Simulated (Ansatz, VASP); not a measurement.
## LiTaSe2: VASP beside Ansatz

```
Li Se Ta
1.0
     3.54734    0.00000    0.00000
    -1.77367    3.07208    0.00000
     0.00000    0.00000    6.83720
Li Se Ta
1 2 1
Direct
  0.00000 0.00000 0.50000
  0.33333 0.66667 0.24518
  0.66667 0.33333 0.75482
  0.00000 0.00000 0.00000
```

Alike in both runs: task single point; functional LDA; k mesh 6 × 6 × 3; occupations gaussian, width 0.05 eV; collinear spin; Hubbard terms Ta d U = 5.0 eV, J = 0.9 eV.

```csv
,VASP,Ansatz
version,VASP 6.6.1,Ansatz 0.2.0
potentials or method,"VASP PAW LDA potentials, release 64 (Li_sv, Se, Ta_pv), cutoff 520 eV","scalar-relativistic, plane waves, PAW"
valence electrons in the cell,26,48
```

|  | VASP | Ansatz | Ansatz less VASP |
| --- | --- | --- | --- |
| gap on the k mesh at the Fermi level (eV) | none | none | - |
| rms of the force components (eV/Å) | 0.039 | 0.040 | +0.0008 |
| net moment per atom (μB) | 0.00 | 0.01 | +0.008 |
| size of the moment on the site where the two differ most (μB) | 0.00 | 0.05 | +0.052 |

LDA's correlation is that of Perdew and Zunger in VASP and of Perdew and Wang (1992) in Ansatz. Site moments also hang on the region over which each program counts them. The programs project onto different local orbitals, so the same U acts differently, and such runs can settle in different states. Atom by atom the forces differ by 0.022 eV/Å (rms over components). A gap of «none» marks a metal or a gap that the smearing closes. VASP's potentials hold 26 valence electrons a cell and Ansatz's 48, so a difference there can come from the potentials and not from the codes. Ansatz's warnings: filled band counts differ across k points, specified occupation not kept, symmetry narrowed by occupation matrices.

Spin-orbit coupling is off throughout. Noted on VASP's run: the cutoff is under 1.25 times that of the potentials, so the pressure is a little rough.
